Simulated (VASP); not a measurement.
Runs of VASP 6.6.1 on Cu3Mo. The structure is that of space group Pm-3m (No. 221), or close to it. The cells are those of the table. 

| task | spin | cell | k mesh | cutoff (eV) | gap on the mesh (eV) | pressure (GPa) | moment (μB) |
| --- | --- | --- | --- | --- | --- | --- | --- |
| relaxation of cell and atoms | off | relaxed from a = 4.049 Å, 4 atoms | 4 × 4 × 4 | 600 | none | -0.4 | - |
| single point | collinear, ferromagnetic start | a = 3.764 Å, 4 atoms | 12 × 12 × 12 | 520 | none | (b) | (a) |
| single point | off | a = 3.758 Å, 4 atoms | 4 × 4 × 4 | 520 | none | 0.4 | - |
| single point | off | a = 4.049 Å, 4 atoms | 4 × 4 × 4 | 520 | none | -20.6 | - |
| single point | collinear, ferromagnetic start | a = 3.758 Å, 4 atoms | 4 × 4 × 4 | 520 | none | 1.4 | 1.69 |

Alike in all rows: level PBE; potentials or basis VASP PAW PBE potentials, release 64 (Cu, Mo_sv); smearing gaussian 0.1 eV.

Problem. Estimate the missing entries.

Solution. (a) 1.62; (b) 0.6.

Caveats: some runs use coarse meshes.

A k mesh can miss the band edges, and the runs leave out spin-orbit coupling on Mo.

A gap of «none» marks levels without a gap at the run's occupations.
